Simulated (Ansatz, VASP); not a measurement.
## Two plane-wave programs on CdSi2

```
Cd Si
1.0
     5.23250    0.00000    0.00000
     0.00000    5.23250    0.00000
     0.00000    0.00000    5.35491
Cd Si
2 4
Direct
  0.00000 0.00000 0.00000
  0.50000 0.50000 0.50000
  0.34954 0.34954 0.00000
  0.15046 0.84954 0.50000
  0.65046 0.65046 0.00000
  0.84954 0.15046 0.50000
```

Alike in both runs: functional PBE; k mesh 8 × 8 × 8; occupations gaussian, width 0.1 eV; no spin polarisation.

Ansatz relaxed the structure, and its values are those at the end. VASP's run is a single point on that final structure, the one shown.

|  | VASP | Ansatz |
| --- | --- | --- |
| version | VASP 6.6.1 | Ansatz 0.2.0 |
| potentials or method | VASP PAW PBE potentials, release 64 (Cd, Si), cutoff 520 eV | scalar-relativistic, plane waves, PAW |
| valence electrons in the cell | 40 | 56 |

```csv
,VASP,Ansatz,Ansatz less VASP
gap on the k mesh at the Fermi level (eV),none,none,-
pressure (GPa),0.2,0.0,-0.16
rms of the force components (eV/Å),0.007,0.001,-0.0061
```

A gap of «none» marks a metal or a gap that the smearing closes. The functional is the same, so the differences come from potentials, cutoffs and numerics. VASP's potentials hold 40 valence electrons a cell and Ansatz's 56, so a difference there can come from the potentials and not from the codes.
